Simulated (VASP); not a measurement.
Set up this calculation in VASP 6.6.1, as the native input.

* Task: single point
* Functional: PBE
* Potentials or basis: VASP PAW PBE potentials, release 64 (Al, B, O)
* Cutoff: 520 eV
* k mesh: 3 × 3 × 3
* Occupations: fermi-dirac, width 0.1 eV
* Spin: no spin polarisation
* Dipole correction: no
* Further INCAR settings: ALGO = Normal; EDIFF = 1e-06; NBANDS = 38

The structure of Al2B2O7 lies in POSCAR:

```
Al2B2O7
1.0
    4.6672720000      0.9086390000      0.2373660000
   -0.5888820000      4.3731150000     -0.4929970000
   -0.0488520000     -0.3731120000      4.4527220000
Al B O
2 2 7
Direct
    0.6949838710      0.6942440575      0.1170869630
    0.4538737980      0.5233581967      0.5879441414
    0.9643802189      0.3647073229      0.4712031295
    0.0319942687      0.8549856094      0.7803839963
    0.2870867340      0.2007220965      0.3968567455
    0.7899971621      0.3181381886      0.8050802871
    0.0997224376      0.4135518513      0.1002312980
    0.4083709481      0.8889951026      0.8162015370
   -0.0074696131      0.7896645846      0.0126714184
    0.6062643782      0.8901988321      0.5267274272
    0.7583113404      0.2869130210      0.3577207221
```

These files were run (other wordings do the same):

INCAR

```
ALGO = Normal ; EDIFF = 1E-6
ENCUT = 520 ; GGA = PE
ISIF = 2 ; ISMEAR = -1
LASPH = T ; LCHARG = T
LELF = T ; LREAL = F
LVHAR = T ; LWAVE = F
NBANDS = 38 ; NELM = 60
PREC = Accurate ; SIGMA = 0.1
```

KPOINTS

```
k-points
0
Gamma
  3 3 3
```

Potentials or basis: VASP PAW PBE potentials, release 64 (Al, B, O).

Command:

```bash
$ cat potpaw_PBE.64/Al/POTCAR potpaw_PBE.64/B/POTCAR potpaw_PBE.64/O/POTCAR > POTCAR
$ mpirun -np 1 vasp_std > vasp.out
```

It gave:

* Pressure: 49.3 GPa
* Largest force: 15.743 eV/Å
* Band gap on the k mesh: 0.18 eV, indirect (least direct gap 0.25 eV)

Caveat: the k points lie up to 0.48 Å⁻¹ apart.

Run time: 24 s on 1 thread of Intel(R) Xeon(R) 6975P-C (Granite Rapids), on a shared host, peak memory 0.21 GiB.
